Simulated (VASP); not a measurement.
Here is a VASP 6.6.1 calculation.

File POSCAR:

```
MgS
1.0
    0.0000000000      2.6015179373      2.6015179373
    2.6015179373      0.0000000000      2.6015179373
    2.6015179373      2.6015179373      0.0000000000
Mg S
1 1
Direct
    0.0000000000      0.0000000000      0.0000000000
    0.5000000000      0.5000000000      0.5000000000
```

Contents of INCAR.step1:

```
SYSTEM = MgS
PREC     = Accurate       ! precision mode
ENCUT    = 920            ! plane-wave cutoff, eV
ISMEAR   = -1             ! smearing method
SIGMA    = 0.5            ! smearing width, eV
LREAL    = .False.        ! projectors in reciprocal space
LASPH    = .True.         ! aspherical terms in the spheres
NELM     = 120            ! most SCF steps
NBANDS   = 15             ! bands
GGA      = PE             ! functional
ALGO     = Normal         ! electronic algorithm
EDIFF    = 1E-5           ! SCF threshold, eV
LWAVE    = .True.         ! write WAVECAR
LCHARG   = .False.        ! write CHGCAR
GGA_COMPAT= .False.
```

Contents of INCAR.step2:

```
SYSTEM = MgS
PREC     = Accurate       ! precision mode
ENCUT    = 920            ! plane-wave cutoff, eV
EDIFF    = 1E-6           ! SCF threshold, eV
ISMEAR   = -1             ! smearing method
SIGMA    = 0.5            ! smearing width, eV
LREAL    = .False.        ! projectors in reciprocal space
LASPH    = .True.         ! aspherical terms in the spheres
NELM     = 120            ! most SCF steps
ALGO     = Normal         ! electronic algorithm
ISIF     = 2              ! what is computed and relaxed
LWAVE    = .False.        ! write WAVECAR
LCHARG   = .False.        ! write CHGCAR
METAGGA  = R2SCAN         ! meta-GGA
LMIXTAU  = .True.       
NBANDS   = 15             ! bands
ISTART   = 1            
GGA_COMPAT= .False.
```

File KPOINTS:

```
regular mesh
0
Gamma
  6 6 6
  0 0 0
```

Potentials or basis: VASP PAW PBE potentials, release 64 (Mg_sv, S).

The run is started by

```bash
$ cat potpaw_PBE.64/Mg_sv/POTCAR potpaw_PBE.64/S/POTCAR > POTCAR
$ cp INCAR.step1 INCAR
$ mpirun -np 1 vasp_std > vasp.out
$ cp INCAR.step2 INCAR
$ mpirun -np 1 vasp_std > vasp.out
```

Q: Predict the band gap on the k mesh.

A: 3.50 eV (least direct gap 4.66 eV).

Q: What does it give for the pressure?

A: 0.2 GPa.

Caveat: so wide a smearing shifts energies and pressures; the PAW data sets were made with another functional, which shifts forces and pressure a little. A k mesh can miss the band edges.
